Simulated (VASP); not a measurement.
# Al3Si2F (R-3m) in VASP: a series of runs

Runs on Al3Si2F. Level: PBE. Tasks: single point, relaxation of cell and atoms.

Everything below comes from runs of VASP 6.6.1. Logs are shortened: lines on timing, memory, paths and dates and some standing lists are left out, and cuts for length are marked.

**1. The cell of the first run**

It takes space group R-3m (No. 166, trigonal). Conventional cell: a = 4.162 Å, b = 4.162 Å, c = 22.616 Å, α = 90.00°, β = 90.00°, γ = 120.00°. Within 3.5 Å of Al (site symmetry -3m) lie 6 Si at 2.67 Å and 6 Al at 3.07 Å. Within 2.5 Å of Al (site symmetry 3m) lie 1 F at 1.85 Å. Si (site symmetry 3m) has 7 Al at 2.52 to 3.08 Å within 3.3 Å. F (site symmetry -3m) has 2 Al at 1.85 Å within 2.5 Å.

**2. Single point, PBE**

INCAR reads:

```
PREC = Accurate
ENCUT = 520
EDIFF = 1E-7
ISMEAR = 0
SIGMA = 0.15
LREAL = F
LASPH = T
NELM = 80
ALGO = Normal
ISIF = 2
LWAVE = F
LCHARG = F
GGA = PE
NBANDS = 21
```

KPOINTS reads:

```
regular mesh
0
Gamma
  4 4 4
```

POSCAR reads:

```
Al3Si2F
1.0
    2.0810016478      1.2014668616      7.5386472407
   -2.0810016478      1.2014668616      7.5386472407
    0.0000000000     -2.4029337231      7.5386472407
Al Si F
3 2 1
Direct
    0.0000000000      0.0000000000      0.0000000000
    0.4180194553      0.4180194553      0.4180194553
    0.5819805447      0.5819805447      0.5819805447
    0.7180618285      0.7180618285      0.7180618285
    0.2819381715      0.2819381715      0.2819381715
    0.5000000000      0.5000000000      0.5000000000
```

Potentials or basis: VASP PAW PBE potentials, release 64 (Al, Si, F).

On the command line:

```sh
cat potpaw_PBE.64/Al/POTCAR potpaw_PBE.64/Si/POTCAR potpaw_PBE.64/F/POTCAR > POTCAR
mpirun -np 1 vasp_std > vasp.out
```

OUTCAR:

```text
PREC = Accurate
   ENCUT = 520
   EDIFF = 1E-7
   ISMEAR = 0
   LREAL = F
   LASPH = T
   NELM = 80
   ISIF = 2
   GGA = PE

 ion  position               nearest neighbor table
   1  0.000  0.000  0.000-   4 2.67   4 2.67   5 2.67   5 2.67   4 2.67   5 2.67   2 3.07   3 3.07
                             2 3.07   3 3.07   2 3.07   3 3.07
   2  0.418  0.418  0.418-   6 1.85   4 2.52   4 2.52   4 2.52   1 3.07   1 3.07   1 3.07   5 3.08

   3  0.582  0.582  0.582-   6 1.85   5 2.52   5 2.52   5 2.52   1 3.07   1 3.07   1 3.07   4 3.08

   4  0.718  0.718  0.718-   2 2.52   2 2.52   2 2.52   1 2.67   1 2.67   1 2.67   3 3.08
   5  0.282  0.282  0.282-   3 2.52   3 2.52   3 2.52   1 2.67   1 2.67   1 2.67   2 3.08
   6  0.500  0.500  0.500-   2 1.85   3 1.85

  LATTYP: Found a trigonal (rhomboedric) cell.
 ALAT       =     7.9123506430
 COS(alpha) =     0.8616548962

  Lattice vectors:

 A1 = (   2.0810016478,   1.2014668616,   7.5386472407)
 A2 = (  -2.0810016478,   1.2014668616,   7.5386472407)
 A3 = (   0.0000000000,  -2.4029337231,   7.5386472407)

Analysis of symmetry for initial positions (statically):
=====================================================================
 Subroutine PRICEL returns:
 Original cell was already a primitive cell.

 Routine SETGRP: Setting up the symmetry group for a
 trigonal (rhombohedral) supercell.

 Subroutine GETGRP returns: Found 12 space group operations
 (whereof 12 operations were pure point group operations)
 out of a pool of 12 trial point group operations.

The static configuration has the point symmetry D_3d.

Analysis of symmetry for dynamics (positions and initial velocities):
=====================================================================
 Subroutine PRICEL returns:
 Original cell was already a primitive cell.

 Routine SETGRP: Setting up the symmetry group for a
 trigonal (rhombohedral) supercell.

 Subroutine GETGRP returns: Found 12 space group operations
 (whereof 12 operations were pure point group operations)
 out of a pool of 12 trial point group operations.

The dynamic configuration has the point symmetry D_3d.

 Subroutine INISYM returns: Found 12 space group operations
 (whereof 12 operations are pure point group operations),
 and found     1 'primitive' translations

----------------------------------------------------------------------------------------

                                     Primitive cell

  volume of cell :     113.0912

  direct lattice vectors                    reciprocal lattice vectors
     2.081001648  1.201466862  7.538647241     0.240268911  0.138719321  0.044216598
    -2.081001648  1.201466862  7.538647241    -0.240268911  0.138719321  0.044216598
     0.000000000 -2.402933723  7.538647241     0.000000000 -0.277438641  0.044216598

  length of vectors
     7.912350643  7.912350643  7.912350643     0.280940042  0.280940042  0.280940042

  position of ions in fractional coordinates (direct lattice)
     0.000000000  0.000000000  0.000000000
     0.418019455  0.418019455  0.418019455
     0.581980545  0.581980545  0.581980545
     0.718061828  0.718061828  0.718061828
     0.281938172  0.281938172  0.281938172
     0.500000000  0.500000000  0.500000000

  ion indices of the primitive-cell ions
   primitive index   ion index
                 1           1
                 2           2
                 3           3
                 4           4
                 5           5
                 6           6

----------------------------------------------------------------------------------------

 KPOINTS: regular mesh

Automatic generation of k-mesh.
 Grid dimensions read from file:
 generate k-points for:    4    4    4

 Generating k-lattice:

  Cartesian coordinates                     Fractional coordinates (reciprocal lattice)
     0.060067228  0.034679830  0.011054149     0.250000000  0.000000000  0.000000000
    -0.060067228  0.034679830  0.011054149     0.000000000  0.250000000  0.000000000
     0.000000000 -0.069359660  0.011054149     0.000000000  0.000000000  0.250000000

  Length of vectors
     0.070235010  0.070235010  0.070235010

  Shift w.r.t. Gamma in fractional coordinates (k-lattice)
     0.000000000  0.000000000  0.000000000

 Subroutine IBZKPT returns following result:
 ===========================================

 Found     13 irreducible k-points:

 Following reciprocal coordinates:
            Coordinates               Weight
  0.000000  0.000000  0.000000      1.000000
  0.250000  0.000000  0.000000      6.000000
  0.500000  0.000000  0.000000      3.000000
  0.250000  0.250000  0.000000      6.000000
  0.500000  0.250000  0.000000     12.000000
 -0.250000  0.250000  0.000000      6.000000
  0.500000  0.500000  0.000000      3.000000
  0.250000  0.250000  0.250000      2.000000
  0.500000  0.250000  0.250000      6.000000
 -0.250000  0.250000  0.250000      6.000000
  0.500000  0.500000  0.250000      6.000000
 -0.250000  0.500000  0.250000      6.000000
  0.500000  0.500000  0.500000      1.000000
   k-points           NKPTS =     13   k-points in BZ     NKDIM =     13   number of bands    NBANDS=     21
   number of dos      NEDOS =    301   number of ions     NIONS =      6
   total plane-waves  NPLWV = 216000
   dimension x,y,z NGX =    60 NGY =   60 NGZ =   60
   dimension x,y,z NGXF=   120 NGYF=  120 NGZF=  120
   ions per type =               3   2   1
   NGX,Y,Z   is equivalent  to a cutoff of  12.61, 12.61, 12.61 a.u.
   NGXF,Y,Z  is equivalent  to a cutoff of  25.21, 25.21, 25.21 a.u.
 SYSTEM =  unknown system
   PREC   = accura    normal or accurate (medium, high low for compatibility)
   ISTART =      0    job   : 0-new  1-cont  2-samecut
   ICHARG =      2    charge: 1-file 2-atom 10-const
   ISPIN  =      1    spin polarized calculation?
   LNONCOLLINEAR =      F non collinear calculations
   LSORBIT =      F    spin-orbit coupling
   LASPH  =      T    aspherical Exc in radial PAW
   ENCUT  =  520.0 eV  38.22 Ry    6.18 a.u.  14.71 14.71 14.71*2*pi/ulx,y,z
   NELM   =     80;   NELMIN=  2; NELMDL= -5     # of ELM steps
   EDIFF  = 0.1E-06   stopping-criterion for ELM
   LREAL  =      F    real-space projection
   EDIFFG = 0.1E-05   stopping-criterion for IOM
   NSW    =      0    number of steps for IOM
   IBRION =     -1    ionic relax: 0-MD 1-quasi-New 2-CG
   NFREE  =      0    steps in history (QN), initial steepest desc. (CG)
   ISIF   =      2    stress and relaxation
   ISYM   =      2    0-nonsym 1-usesym 2-fastsym
   POTIM  = 0.5000    time-step for ionic-motion
   TEBEG  =    0.0;   TEEND  =   0.0 temperature during run
   PSTRESS=    0.0 pullay stress
   NELECT =      24.0000    total number of electrons
   NUPDOWN=      -1.0000    fix difference up-down
   EMIN   =  10.00;   EMAX   =-10.00  energy-range for DOS
   EFERMI =   0.00;   METHOD = LEGACY
   ISMEAR =     0;   SIGMA  =   0.15  broadening in eV -4-tet -1-fermi 0-gaus
   EFERMI_NEDOS =   21; number of points for ismear=-14 and -15
   IALGO  =     38    algorithm
   IMIX   =      4    mixing-type and parameters
     AMIX     =   0.40;   BMIX     =  1.00
     AMIX_MAG =   1.60;   BMIX_MAG =  1.00
  volume/ion in A,a.u.               =      18.85       127.20
  Fermi-wavevector in a.u.,A,eV,Ry     =   0.976493  1.845303 12.973669  0.953538
  Thomas-Fermi vector in A             =   2.107116
   LORBIT       =      0    0 simple, 1 ext, 2 COOP (PROOUT), +10 PAW based schemes
   GGA     = PE    functional components
   LHFCALC =     F    Hartree Fock is set to
   AEXX    =    0.0000 exact exchange contribution
   IVDW    =     0    specifies the selected vdW correction
   LEPSILON=     F    determine dielectric tensor
   LRPA    =     F    only Hartree local field effects (RPA)
 non-spin polarized calculation
 Gauss-broadening in eV      SIGMA  =   0.15
  energy-cutoff  :      520.00
  volume of cell :      113.09
 maximum number of plane-waves:      3083
 NGX is ok and might be reduce to    60
   NGX = 29   NGY = 29   NGZ = 29

 number of electron      24.0000003 magnetization

 Free energy of the ion-electron system (eV)
  ---------------------------------------------------
  ext. energy  EPLUGINS =         0.00000000
  ---------------------------------------------------
  free energy    TOTEN  =       -26.95076676 eV

  energy without entropy =      -26.91921689  energy(sigma->0) =      -26.93499183

 E-fermi :   5.5470     XC(G=0):  -9.0338

 val. band max:        5.5208582306   @ k =  -0.2500   0.5000   0.2500
 cond. band min:       5.5519492165   @ k =   0.5000   0.2500   0.0000
 fundamental gap:      0.0310909860
 Fermi energy:         5.5469680716

 k-point     1 :       0.0000    0.0000    0.0000
  band No.  band energies     occupation
      1     -20.5287      2.00000
      2      -6.0372      2.00000
      3      -4.6207      2.00000
      4      -2.5071      2.00000
      5      -1.3971      2.00000
      6      -1.3971      2.00000
[... 13 lines left out ...]
     20       9.7044      0.00000
     21      10.7360      0.00000

 k-point     2 :       0.2500    0.0000    0.0000
  band No.  band energies     occupation
      1     -20.5237      2.00000
      2      -5.3864      2.00000
      3      -4.3370      2.00000
      4      -2.3241      2.00000
      5      -1.5254      2.00000
      6      -1.4300      2.00000
[... 13 lines left out ...]
     20      10.7286      0.00000
     21      10.9576      0.00000

 k-point     3 :       0.5000    0.0000    0.0000
  band No.  band energies     occupation
      1     -20.5188      2.00000
      2      -4.1310      2.00000
      3      -3.7527      2.00000
      4      -3.1368      2.00000
      5      -1.5811      2.00000
      6      -1.4627      2.00000
[... 13 lines left out ...]
     20      12.7105      0.00000
     21      12.9597      0.00000

 k-point     4 :       0.2500    0.2500    0.0000
  band No.  band energies     occupation
      1     -20.5236      2.00000
      2      -5.4268      2.00000
      3      -4.2331      2.00000
      4      -2.4228      2.00000
      5      -1.5355      2.00000
      6      -1.4320      2.00000
[... 13 lines left out ...]
     20      10.7067      0.00000
     21      11.1734      0.00000

 k-point     5 :       0.5000    0.2500    0.0000
  band No.  band energies     occupation
      1     -20.5189      2.00000
      2      -4.3873      2.00000
      3      -3.7689      2.00000
      4      -2.3960      2.00000
      5      -1.5841      2.00000
      6      -1.4614      2.00000
[... 13 lines left out ...]
     20      11.3592      0.00000
     21      12.1765      0.00000

 k-point     6 :      -0.2500    0.2500    0.0000
  band No.  band energies     occupation
      1     -20.5188      2.00000
      2      -4.1268      2.00000
      3      -4.1122      2.00000
      4      -2.3077      2.00000
      5      -1.6235      2.00000
      6      -1.4696      2.00000
[... 13 lines left out ...]
     20      10.9025      0.00000
     21      11.6076      0.00000

 k-point     7 :       0.5000    0.5000    0.0000
  band No.  band energies     occupation
      1     -20.5188      2.00000
      2      -4.3479      2.00000
      3      -3.4277      2.00000
      4      -3.0370      2.00000
      5      -1.7144      2.00000
      6      -1.4682      2.00000
[... 13 lines left out ...]
     20      12.9599      0.00000
     21      13.1243      0.00000

 k-point     8 :       0.2500    0.2500    0.2500
  band No.  band energies     occupation
      1     -20.5284      2.00000
      2      -6.1106      2.00000
      3      -4.3383      2.00000
      4      -2.8662      2.00000
      5      -1.3976      2.00000
      6      -1.3976      2.00000
[... 13 lines left out ...]
     20       9.9144      0.00000
     21      11.3770      0.00000

 k-point     9 :       0.5000    0.2500    0.2500
  band No.  band energies     occupation
      1     -20.5236      2.00000
      2      -5.5018      2.00000
      3      -3.9760      2.00000
      4      -2.7261      2.00000
      5      -1.4425      2.00000
      6      -1.4309      2.00000
[... 13 lines left out ...]
     20      10.7887      0.00000
     21      11.1956      0.00000

 k-point    10 :      -0.2500    0.2500    0.2500
  band No.  band energies     occupation
      1     -20.5189      2.00000
      2      -4.2634      2.00000
      3      -3.5715      2.00000
      4      -3.0814      2.00000
      5      -1.6752      2.00000
      6      -1.4655      2.00000
[... 13 lines left out ...]
     20      12.5155      0.00000
     21      12.9612      0.00000

 k-point    11 :       0.5000    0.5000    0.2500
  band No.  band energies     occupation
      1     -20.5236      2.00000
      2      -5.5309      2.00000
      3      -3.8336      2.00000
      4      -2.8688      2.00000
      5      -1.4545      2.00000
      6      -1.4329      2.00000
[... 13 lines left out ...]
     20      10.6928      0.00000
     21      11.1519      0.00000

 k-point    12 :      -0.2500    0.5000    0.2500
  band No.  band energies     occupation
      1     -20.5188      2.00000
      2      -4.4838      2.00000
      3      -3.5740      2.00000
      4      -2.4865      2.00000
      5      -1.5988      2.00000
      6      -1.4085      2.00000
[... 13 lines left out ...]
     20      11.3941      0.00000
     21      12.4076      0.00000

 k-point    13 :       0.5000    0.5000    0.5000
  band No.  band energies     occupation
      1     -20.5285      2.00000
      2      -6.1724      2.00000
      3      -3.8485      2.00000
      4      -3.4243      2.00000
      5      -1.3981      2.00000
      6      -1.3981      2.00000
[... 13 lines left out ...]
     20      10.0301      0.00000
     21      11.5848      0.00000

------------------------ aborting loop because EDIFF is reached ----------------------------------------

  FORCE on cell =-STRESS in cart. coord.  units (eV):
  Direction    XX          YY          ZZ          XY          YZ          ZX
  --------------------------------------------------------------------------------------
  -------------------------------------------------------------------------------------
  Total        0.2081336      0.2081336      0.0351592      0.0000000      0.0000000      0.0000000
  in kB        2.9486550      2.9486550      0.4981052      0.0000000      0.0000000      0.0000000
  external PRESSURE =       2.1318050 kB  Pullay stress =       0.0000000 kB

 VOLUME and BASIS-vectors are now :
 -----------------------------------------------------------------------------
  energy-cutoff  :      520.00
  volume of cell :      113.09
      direct lattice vectors                 reciprocal lattice vectors
     2.081001648  1.201466862  7.538647241     0.240268911  0.138719321  0.044216598
    -2.081001648  1.201466862  7.538647241    -0.240268911  0.138719321  0.044216598
     0.000000000 -2.402933723  7.538647241     0.000000000 -0.277438641  0.044216598

 POSITION                                       TOTAL-FORCE (eV/Angst)
 -----------------------------------------------------------------------------------
      0.00000      0.00000      0.00000         0.000000     -0.000000     -0.000000
      0.00000      0.00000      9.45390         0.000000     -0.000000     -0.006910
      0.00000      0.00000     13.16204         0.000000      0.000000      0.006910
      0.00000      0.00000     16.23964         0.000000     -0.000000     -0.015974
      0.00000      0.00000      6.37630         0.000000      0.000000      0.015974
      0.00000      0.00000     11.30797         0.000000     -0.000000     -0.000000
 -----------------------------------------------------------------------------------
    total drift:                               -0.000000      0.000000      0.000000

  FREE ENERGIE OF THE ION-ELECTRON SYSTEM (eV)
  ---------------------------------------------------
  free  energy   TOTEN  =       -26.9507667556 eV

  energy  without entropy=      -26.9192168944  energy(sigma->0) =      -26.93499183
```

Run time: 88 s. Hardware: 1 thread of Intel Xeon Platinum 8259CL at 2.50GHz (Skylake/Cascade Lake), shared host; peak memory 0.49 GiB.

What came out:

```yaml
Free_energy: -26.9508 eV
Pressure: 0.2 GPa
Largest_force: 0.016 eV/Å
Band_gap_on_the_k_mesh: zero (band 12 reaches 5.56 eV, above the bottom of band 13 at 4.80 eV)
```

Forces on the atoms (eV/Å):
```
Al   0.000  0.000  0.000
Al   0.000  0.000 -0.007
Al   0.000  0.000  0.007
Si   0.000  0.000 -0.016
Si   0.000  0.000  0.016
F    0.000  0.000  0.000
```

Levels at points of the mesh, in eV from the Fermi level:
| k point | band 10 | band 11 | band 12 | band 13 | band 14 | band 15 |
| --- | --- | --- | --- | --- | --- | --- |
| (0.00, 0.00, 0.00) | -0.93 | -0.93 | -0.23 | 0.73 | 0.73 | 1.40 |
| (0.50, 0.00, 0.00) | -2.24 | -2.04 | -1.38 | -0.54 | 0.65 | 3.45 |
| (0.50, 0.50, 0.00) | -2.41 | -1.54 | -1.51 | -0.74 | 1.00 | 2.41 |
| (0.50, 0.50, 0.50) | -0.96 | -0.96 | -0.71 | 0.33 | 0.58 | 0.58 |

Caveat: the k points lie up to 0.44 Å⁻¹ apart.

[end of part 1 of 2]
